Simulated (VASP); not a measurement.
LiF: single point with PBE

LiF:

```
Li F
1.0
     0.00000    2.01400    2.01400
     2.01400    0.00000    2.01400
     2.01400    2.01400    0.00000
Li F
1 1
Direct
  0.00000 0.00000 0.00000
  0.43700 0.45812 0.57751
```

This cell differs from its parent crystal: one atom moved.

* Program: VASP 6.6.1
* Task: single point
* Functional: PBE
* Potentials or basis: VASP PAW PBE potentials, release 64 (Li_sv, F)
* Cutoff: 520 eV
* k mesh: 10 × 10 × 10
* Occupations: gaussian, width 0.02 eV
* Spin: no spin polarisation

The largest force is 0.519 eV/Å and the band gap on the k mesh is 9.00 eV, direct.

Forces in eV/Å, atoms in the order of the input:
```
Li   0.097  0.037 -0.509
F   -0.097 -0.037  0.509
```

Levels at points of the mesh, in eV from the valence-band top:
| k point | band 3 | band 4 | band 5 | band 6 | band 7 | band 8 |
| --- | --- | --- | --- | --- | --- | --- |
| (0.00, 0.00, 0.00) | -0.10 | -0.01 | 0.00 | 9.00 | 22.76 | 22.83 |
| (0.50, 0.00, 0.00) | -2.54 | -0.33 | -0.25 | 10.86 | 16.45 | 18.98 |
| (0.00, 0.50, 0.00) | -2.53 | -0.31 | -0.25 | 10.85 | 16.39 | 19.02 |
| (0.00, 0.00, 0.50) | -2.55 | -0.33 | -0.25 | 10.86 | 16.52 | 18.91 |
| (0.50, 0.50, 0.50) | -2.53 | -0.30 | -0.26 | 10.85 | 16.36 | 19.04 |
| (0.50, 0.50, 0.00) | -2.97 | -1.02 | -1.01 | 14.45 | 16.42 | 17.75 |
| (0.00, 0.50, 0.50) | -3.01 | -1.04 | -0.99 | 14.74 | 16.05 | 16.76 |
| (0.50, 0.00, 0.50) | -3.02 | -1.07 | -0.97 | 14.79 | 15.91 | 16.80 |

Wall time 2.2 min on 1 thread of Intel Xeon 6975P-C, on a shared host, peak memory 0.2 GiB.

Caveat: the cell differs from its parent crystal (one atom moved). A k mesh can miss the band edges.
